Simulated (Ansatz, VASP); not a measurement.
## One calculation of Ga2O3, two programs

File POSCAR:

```
Ga2O3
1.0
    6.3112356862     -1.5651446955     -0.0025700363
    6.3112356862      1.5651446955     -0.0025700363
   -1.4251478505      0.0000000000      5.5475376980
Ga O
4 6
Direct
    0.3416858684      0.3416858684      0.6869321099
    0.6583141316      0.6583141316      0.3130678901
    0.9142575863      0.9142575863      0.2123513089
    0.0857424137      0.0857424137      0.7876486911
    0.5028840960      0.5028840960      0.7399430982
    0.4971159040      0.4971159040      0.2600569018
    0.8250118976      0.8250118976      0.4318374081
    0.1749881024      0.1749881024      0.5681625919
    0.1582227571      0.1582227571      0.1084951091
    0.8417772429      0.8417772429      0.8915048909
```

File INCAR.step1:

```
SYSTEM = Ga2O3
PREC     = Accurate       ! precision mode
ENCUT    = 520            ! plane-wave cutoff, eV
ISMEAR   = 0              ! smearing method
SIGMA    = 0.01           ! smearing width, eV
LREAL    = .FALSE.        ! projectors in reciprocal space
LASPH    = .TRUE.         ! aspherical terms in the spheres
NELM     = 100            ! most SCF steps
NBANDS   = 55             ! bands
GGA      = PE             ! functional
ALGO     = Normal         ! electronic algorithm
EDIFF    = 1E-4           ! SCF threshold, eV
LWAVE    = .TRUE.         ! write WAVECAR
LCHARG   = .FALSE.        ! write CHGCAR
```

Contents of INCAR.step2:

```
SYSTEM = Ga2O3
PREC     = Accurate       ! precision mode
ENCUT    = 520            ! plane-wave cutoff, eV
EDIFF    = 1E-7           ! SCF threshold, eV
ISMEAR   = 0              ! smearing method
SIGMA    = 0.01           ! smearing width, eV
LREAL    = .FALSE.        ! projectors in reciprocal space
LASPH    = .TRUE.         ! aspherical terms in the spheres
NELM     = 100            ! most SCF steps
ALGO     = Normal         ! electronic algorithm
ISIF     = 2              ! what is computed and relaxed
LWAVE    = .FALSE.        ! write WAVECAR
LCHARG   = .FALSE.        ! write CHGCAR
METAGGA  = R2SCAN         ! meta-GGA
LMIXTAU  = .TRUE.       
NBANDS   = 55             ! bands
ISTART   = 1
```

Contents of KPOINTS:

```
regular mesh
0
G
  8 8 4
  0 0 0
```

Input for Ansatz:

```yaml
crystal:
  lattice:
    - [6.3112356862, -1.5651446955, -0.0025700363]
    - [6.3112356862, 1.5651446955, -0.0025700363]
    - [-1.4251478505, 0.0, 5.547537698]
  atoms:
    - { symbol: Ga, position: [0.3416858684, 0.3416858684, 0.6869321099] }
    - { symbol: Ga, position: [0.6583141316, 0.6583141316, 0.3130678901] }
    - { symbol: Ga, position: [0.9142575863, 0.9142575863, 0.2123513089] }
    - { symbol: Ga, position: [0.0857424137, 0.0857424137, 0.7876486911] }
    - { symbol: O, position: [0.502884096, 0.502884096, 0.7399430982] }
    - { symbol: O, position: [0.497115904, 0.497115904, 0.2600569018] }
    - { symbol: O, position: [0.8250118976, 0.8250118976, 0.4318374081] }
    - { symbol: O, position: [0.1749881024, 0.1749881024, 0.5681625919] }
    - { symbol: O, position: [0.1582227571, 0.1582227571, 0.1084951091] }
    - { symbol: O, position: [0.8417772429, 0.8417772429, 0.8915048909] }
kpoints:
  mp_grid: { grid: [8, 8, 4] }
  band_path:
    path:
      - [0.0, 0.0, 0.0]
      - [-0.266303588, 0.266303588, 0.0]
      - [-0.733696412, -0.266303588, 0.0]
      - [-0.5, -0.5, 0.0]
      - [-0.5, -0.5, 0.5]
      - [-0.7419050365, -0.2580949635, 0.5]
      - [-0.2580949635, 0.2580949635, 0.5]
      - [0.0, 0.0, 0.5]
      - [-0.5, 0.0, 0.5]
      - [-0.057292, 0.057292, 0.0]
    npoints: 1
hamiltonian:
  xc: r2scan
scf:
  occupations: { method: fixed }
  n_extra_bands: 6
output:
  forces: true
  stress: true
  eigenvalues: true
```

Change from the starting cell: epitaxial_xy strain +3.0%.

Alike in both runs: task single point; functional r2SCAN; k mesh 8 × 8 × 4; no spin polarisation.

|  | VASP | Ansatz |
| --- | --- | --- |
| version | VASP 6.6.1 | Ansatz 0.2.0 |
| potentials or method | VASP PAW PBE potentials, release 64 (Ga_d, O) | plane waves, PAW |
| plane-wave cutoff (eV) | 520 | 500 |
| occupations | gaussian, width 0.01 eV | fixed |
| valence electrons in the cell | 88 | 88 |

```tsv
	VASP	Ansatz	Ansatz less VASP
gap on the k mesh at the Fermi level (eV)	2.53	2.54	+0.015
pressure (GPa)	-5.4	-6.9	-1.57
traceless stress, the component that is largest in VASP (GPa)	6.90	6.93	+0.029
rms of the force components (eV/Å)	0.035	0.001	-0.0342
```

VASP's potentials were made for PBE, not for r2SCAN. Atom by atom the forces differ by 0.036 eV/Å (rms over components).
